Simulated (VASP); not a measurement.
# Pb in VASP: single point with PBE

Aim: the single point of Pb with PBE.

Program: VASP 6.6.1. These are calculated values, not measurements. Logs are shortened: lines on timing, memory, paths and dates and some standing lists are left out, and cuts for length are marked.

## (1) The cell of the first run

The cell holds a slab with vacuum, 5 atoms: a = 3.493 Å, b = 3.493 Å, c = 24.879 Å, α = 90.00°, β = 90.00°, γ = 90.00°.

## (2) Single point, PBE

Input file INCAR:

```
SYSTEM = Pb
ALGO = Normal
DIPOL = 0.5 0.5 0.500
EDIFF = 1E-6
ENCUT = 400
GGA = PE
GGA_COMPAT = .FALSE.
IDIPOL = 3
ISIF = 2
ISMEAR = -1
LASPH = .TRUE.
LCHARG = .FALSE.
LDIPOL = .TRUE.
LREAL = .FALSE.
LWAVE = .FALSE.
NBANDS = 43
NELM = 120
NELMDL = -8
PREC = Accurate
SIGMA = 0.05
```

Input file KPOINTS:

```
k-points
0
G
  8 8 1
  0 0 0
```

Input file POSCAR:

```
Pb
1.0
    3.4928246563      0.0000000000      0.0000000000
    0.0000000000      3.4928246563      0.0000000000
    0.0000000000      0.0000000000     24.8792000000
Pb
5
Direct
    0.5000000000      0.5000000000      0.3014566385
    0.0000000000      0.0000000000      0.4007283192
    0.5000000000      0.5000000000      0.5000000000
    0.0000000000      0.0000000000      0.5992716808
    0.5000000000      0.5000000000      0.6985433615
```

Potentials or basis: VASP PAW PBE potentials, release 64 (Pb_d).

On the command line:

```console
> cat potpaw_PBE.64/Pb_d/POTCAR > POTCAR
> mpirun -np 1 vasp_std > vasp.out
```

OUTCAR:

```text
SYSTEM = Pb
   EDIFF = 1E-6
   ENCUT = 400
   GGA = PE
   ISIF = 2
   ISMEAR = -1
   LASPH = .TRUE.
   LREAL = .FALSE.
   NELM = 120
   NELMDL = -8
   PREC = Accurate

 ion  position               nearest neighbor table
   1  0.500  0.500  0.301-   2 3.49   2 3.49   2 3.49   2 3.49
   2  0.000  0.000  0.401-   1 3.49   1 3.49   1 3.49   1 3.49   3 3.49   3 3.49   3 3.49   3 3.49

   3  0.500  0.500  0.500-   2 3.49   4 3.49   2 3.49   4 3.49   2 3.49   4 3.49   2 3.49   4 3.49

   4  0.000  0.000  0.599-   5 3.49   5 3.49   5 3.49   5 3.49   3 3.49   3 3.49   3 3.49   3 3.49

   5  0.500  0.500  0.699-   4 3.49   4 3.49   4 3.49   4 3.49

  LATTYP: Found a simple tetragonal cell.
 ALAT       =     3.4928246563
 C/A-ratio  =     7.1229455951

  Lattice vectors:

 A1 = (   3.4928246563,   0.0000000000,   0.0000000000)
 A2 = (   0.0000000000,   3.4928246563,   0.0000000000)
 A3 = (   0.0000000000,   0.0000000000,  24.8792000000)

Analysis of symmetry for initial positions (statically):
=====================================================================
 Subroutine PRICEL returns:
 Original cell was already a primitive cell.

 Routine SETGRP: Setting up the symmetry group for a
 simple tetragonal supercell.

 Subroutine GETGRP returns: Found 16 space group operations
 (whereof 16 operations were pure point group operations)
 out of a pool of 16 trial point group operations.

The static configuration has the point symmetry D_4h.

Analysis of symmetry for dynamics (positions and initial velocities):
=====================================================================
 Subroutine PRICEL returns:
 Original cell was already a primitive cell.

 Routine SETGRP: Setting up the symmetry group for a
 simple tetragonal supercell.

 Subroutine GETGRP returns: Found 16 space group operations
 (whereof 16 operations were pure point group operations)
 out of a pool of 16 trial point group operations.

The dynamic configuration has the point symmetry D_4h.

 Subroutine INISYM returns: Found 16 space group operations
 (whereof 16 operations are pure point group operations),
 and found     1 'primitive' translations

----------------------------------------------------------------------------------------

                                     Primitive cell

  volume of cell :     303.5219

  direct lattice vectors                    reciprocal lattice vectors
     3.492824656  0.000000000  0.000000000     0.286301231  0.000000000  0.000000000
     0.000000000  3.492824656  0.000000000     0.000000000  0.286301231  0.000000000
     0.000000000  0.000000000 24.879200000     0.000000000  0.000000000  0.040194218

  length of vectors
     3.492824656  3.492824656 24.879200000     0.286301231  0.286301231  0.040194218

  position of ions in fractional coordinates (direct lattice)
     0.500000000  0.500000000  0.301456638
     0.000000000  0.000000000  0.400728319
     0.500000000  0.500000000  0.500000000
     0.000000000  0.000000000  0.599271681
     0.500000000  0.500000000  0.698543362

  ion indices of the primitive-cell ions
   primitive index   ion index
                 1           1
                 2           2
                 3           3
                 4           4
                 5           5

----------------------------------------------------------------------------------------

 KPOINTS: k-points

Automatic generation of k-mesh.
 Grid dimensions read from file:
 generate k-points for:    8    8    1

 Generating k-lattice:

  Cartesian coordinates                     Fractional coordinates (reciprocal lattice)
     0.035787654  0.000000000  0.000000000     0.125000000  0.000000000  0.000000000
     0.000000000  0.035787654  0.000000000     0.000000000  0.125000000  0.000000000
     0.000000000  0.000000000  0.040194218     0.000000000  0.000000000  1.000000000

  Length of vectors
     0.035787654  0.035787654  0.040194218

  Shift w.r.t. Gamma in fractional coordinates (k-lattice)
     0.000000000  0.000000000  0.000000000

 Subroutine IBZKPT returns following result:
 ===========================================

 Found     15 irreducible k-points:

 Following reciprocal coordinates:
            Coordinates               Weight
  0.000000  0.000000  0.000000      1.000000
  0.125000  0.000000  0.000000      4.000000
  0.250000  0.000000  0.000000      4.000000
  0.375000  0.000000  0.000000      4.000000
  0.500000  0.000000  0.000000      2.000000
  0.125000  0.125000  0.000000      4.000000
  0.250000  0.125000  0.000000      8.000000
  0.375000  0.125000  0.000000      8.000000
  0.500000  0.125000  0.000000      4.000000
  0.250000  0.250000  0.000000      4.000000
  0.375000  0.250000  0.000000      8.000000
  0.500000  0.250000  0.000000      4.000000
  0.375000  0.375000  0.000000      4.000000
  0.500000  0.375000  0.000000      4.000000
  0.500000  0.500000  0.000000      1.000000
   k-points           NKPTS =     15   k-points in BZ     NKDIM =     15   number of bands    NBANDS=     43
   number of dos      NEDOS =    301   number of ions     NIONS =      5
   total plane-waves  NPLWV =  93312
   dimension x,y,z NGX =    24 NGY =   24 NGZ =  162
   dimension x,y,z NGXF=    48 NGYF=   48 NGZF=  324
   ions per type =               5
   NGX,Y,Z   is equivalent  to a cutoff of  11.42, 11.42, 10.83 a.u.
   NGXF,Y,Z  is equivalent  to a cutoff of  22.85, 22.85, 21.65 a.u.
 SYSTEM =  Pb
   PREC   = accura    normal or accurate (medium, high low for compatibility)
   ISTART =      0    job   : 0-new  1-cont  2-samecut
   ICHARG =      2    charge: 1-file 2-atom 10-const
   ISPIN  =      1    spin polarized calculation?
   LNONCOLLINEAR =      F non collinear calculations
   LSORBIT =      F    spin-orbit coupling
   LASPH  =      T    aspherical Exc in radial PAW
   ENCUT  =  400.0 eV  29.40 Ry    5.42 a.u.   5.70  5.70 40.57*2*pi/ulx,y,z
   NELM   =    120;   NELMIN=  2; NELMDL= -8     # of ELM steps
   EDIFF  = 0.1E-05   stopping-criterion for ELM
   LREAL  =      F    real-space projection
   EDIFFG = 0.1E-04   stopping-criterion for IOM
   NSW    =      0    number of steps for IOM
   IBRION =     -1    ionic relax: 0-MD 1-quasi-New 2-CG
   NFREE  =      0    steps in history (QN), initial steepest desc. (CG)
   ISIF   =      2    stress and relaxation
   ISYM   =      2    0-nonsym 1-usesym 2-fastsym
   POTIM  = 0.5000    time-step for ionic-motion
   TEBEG  =    0.0;   TEEND  =   0.0 temperature during run
   PSTRESS=    0.0 pullay stress
   NELECT =      70.0000    total number of electrons
   NUPDOWN=      -1.0000    fix difference up-down
   EMIN   =  10.00;   EMAX   =-10.00  energy-range for DOS
   EFERMI =   0.00;   METHOD = LEGACY
   ISMEAR =    -1;   SIGMA  =   0.05  broadening in eV -4-tet -1-fermi 0-gaus
   EFERMI_NEDOS =   21; number of points for ismear=-14 and -15
   IALGO  =     38    algorithm
   IMIX   =      4    mixing-type and parameters
     AMIX     =   0.40;   BMIX     =  1.00
     AMIX_MAG =   1.60;   BMIX_MAG =  1.00
  volume/ion in A,a.u.               =      60.70       409.65
  Fermi-wavevector in a.u.,A,eV,Ry     =   1.003947  1.897185 13.713446  1.007910
  Thomas-Fermi vector in A             =   2.136532
   LORBIT       =      0    0 simple, 1 ext, 2 COOP (PROOUT), +10 PAW based schemes
   GGA     = PE    functional components
   LHFCALC =     F    Hartree Fock is set to
   AEXX    =    0.0000 exact exchange contribution
   IVDW    =     0    specifies the selected vdW correction
   LEPSILON=     F    determine dielectric tensor
   LRPA    =     F    only Hartree local field effects (RPA)
 non-spin polarized calculation
  energy-cutoff  :      400.00
  volume of cell :      303.52
 maximum number of plane-waves:      5540
 NGX is ok and might be reduce to    24
   NGX = 11   NGY = 11   NGZ = 81

 number of electron      69.9999968 magnetization

 dipolmoment           0.000000      0.000000      0.000000 electrons x Angstroem

 Free energy of the ion-electron system (eV)
  ---------------------------------------------------
  ext. energy  EPLUGINS =         0.00000000
  ---------------------------------------------------
  free energy    TOTEN  =       -17.27706947 eV

  energy without entropy =      -17.24780668  energy(sigma->0) =      -17.26243808

 E-fermi :   1.7679     XC(G=0):  -5.7222

 val. band max:        1.7576495541   @ k =   0.3750   0.2500   0.0000
 cond. band min:       1.7916855956   @ k =   0.5000   0.3750   0.0000
 fundamental gap:      0.0340360415
 Fermi energy:         1.7678600877

 k-point     1 :       0.0000    0.0000    0.0000
  band No.  band energies     occupation
      1     -15.4615      2.00000
      2     -15.3675      2.00000
      3     -15.3650      2.00000
      4     -15.3495      2.00000
      5     -15.2839      2.00000
      6     -15.2782      2.00000
[... 35 lines left out ...]
     42       6.0058      0.00000
     43       6.8917      0.00000

 k-point     2 :       0.1250    0.0000    0.0000
  band No.  band energies     occupation
      1     -15.4350      2.00000
      2     -15.3461      2.00000
      3     -15.3432      2.00000
      4     -15.3268      2.00000
      5     -15.2929      2.00000
      6     -15.2721      2.00000
[... 35 lines left out ...]
     42       6.0748      0.00000
     43       6.1908      0.00000

 k-point     3 :       0.2500    0.0000    0.0000
  band No.  band energies     occupation
      1     -15.3918      2.00000
      2     -15.3181      2.00000
      3     -15.2972      2.00000
      4     -15.2969      2.00000
      5     -15.2812      2.00000
      6     -15.2613      2.00000
[... 505 lines left out ...]
      6     -15.2801      2.00000
[... 35 lines left out ...]
     42       3.6446      0.00000
     43       3.7514      0.00000

 k-point    15 :       0.5000    0.5000    0.0000
  band No.  band energies     occupation
      1     -15.4289      2.00000
      2     -15.4289      2.00000
      3     -15.3762      2.00000
      4     -15.3316      2.00000
      5     -15.3007      2.00000
      6     -15.3007      2.00000
[... 35 lines left out ...]
     42       3.2521      0.00000
     43       3.2521      0.00000

------------------------ aborting loop because EDIFF is reached ----------------------------------------

 vacuum level on the upper side and lower side of the slab       (xc-potential included)        -0.149        -0.149

  FORCE on cell =-STRESS in cart. coord.  units (eV):
  Direction    XX          YY          ZZ          XY          YZ          ZX
  --------------------------------------------------------------------------------------
  -------------------------------------------------------------------------------------
  Total        0.2411412      0.2411412      1.5948617      0.0000000      0.0000000      0.0000000
  in kB        1.2728935      1.2728935      8.4186726      0.0000000      0.0000000      0.0000000
  external PRESSURE =       3.6548199 kB  Pullay stress =       0.0000000 kB

 VOLUME and BASIS-vectors are now :
 -----------------------------------------------------------------------------
  energy-cutoff  :      400.00
  volume of cell :      303.52
      direct lattice vectors                 reciprocal lattice vectors
     3.492824656  0.000000000  0.000000000     0.286301231  0.000000000  0.000000000
     0.000000000  3.492824656  0.000000000     0.000000000  0.286301231  0.000000000
     0.000000000  0.000000000 24.879200000     0.000000000  0.000000000  0.040194218

 POSITION                                       TOTAL-FORCE (eV/Angst)
 -----------------------------------------------------------------------------------
      1.74641      1.74641      7.50000         0.000000     -0.000000      0.083090
      0.00000      0.00000      9.96980         0.000000     -0.000000     -0.508075
      1.74641      1.74641     12.43960         0.000000      0.000000      0.000000
      0.00000      0.00000     14.90940        -0.000000     -0.000000      0.508075
      1.74641      1.74641     17.37920         0.000000      0.000000     -0.083090
 -----------------------------------------------------------------------------------
    total drift:                                0.000000      0.000000      0.000000

  FREE ENERGIE OF THE ION-ELECTRON SYSTEM (eV)
  ---------------------------------------------------
  free  energy   TOTEN  =       -17.2770694711 eV

  energy  without entropy=      -17.2478066840  energy(sigma->0) =      -17.26243808

 vacuum level on the upper side and lower side of the slab         5.363         5.363
```

It took 6.2 min on 1 thread of Intel Xeon 8259CL, shared host; peak memory 0.34 GiB.

What came out:

```
Free energy            : -17.2771 eV
Largest force          : 0.508 eV/Å
Band gap on the k mesh : zero (band 35 reaches 4.10 eV, above the bottom of band 36 at 0.62 eV)
```

Forces in eV/Å, atoms in the order of the input:
```
Pb   0.000  0.000  0.083
Pb   0.000  0.000 -0.508
Pb   0.000  0.000  0.000
Pb   0.000  0.000  0.508
Pb   0.000  0.000 -0.083
```

Caveat: spin-orbit coupling is left out, which moves the levels of the heavy elements.
